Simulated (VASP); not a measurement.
Crystal: BaTiO3.

```
Ba Ti O
1.0
     4.00768    0.00000    0.00000
     0.00000    4.00768    0.00000
     0.00000    0.00000    4.00768
Ba Ti O
1 1 3
Direct
  0.50000 0.50000 0.50000
  0.00000 0.00000 0.00000
  0.50000 0.00000 0.00000
  0.00000 0.50000 0.00000
  0.00000 0.00000 0.50000
```

```yaml
Program: VASP 6.6.1
Task: relaxation of cell and atoms
Functional: PBE
Potentials_or_basis: VASP PAW PBE potentials, release 64 (Ba_sv, Ti_sv, O)
Cutoff: 600 eV
k_mesh: 8 × 8 × 8
Occupations: gaussian, width 0.02 eV
Spin: no spin polarisation
Hubbard_terms: Ti d U = 4.0 eV
```

At the start: pressure 6.2 GPa; volume 12.87 Å³/atom.

Question: Where does the relaxation end?

Answer: Over 3 steps the energy falls by 8.7 meV/atom and the volume is 13.34 Å³/atom (+3.6 %); space group Pm-3m (No. 221, to 0.1 Å) before and after.

Step by step:
```csv
step,energy change (eV),largest force (eV/Å),pressure (GPa),volume (Å³)
1,0.0000,0.0000,6.19,64.37
2,-0.0031,0.0000,-5.19,69.11
3,-0.0433,0.0000,-0.01,66.72
```

Final structure:
```xyz
5
Lattice="4.0558 0.0000 0.0000 0.0000 4.0558 0.0000 0.0000 0.0000 4.0558" Properties=species:S:1:pos:R:3 pbc="T T T"
Ba    2.0279    2.0279    2.0279
Ti    0.0000    0.0000    0.0000
O     2.0279    0.0000    0.0000
O     0.0000    2.0279    0.0000
O     0.0000    0.0000    2.0279
```
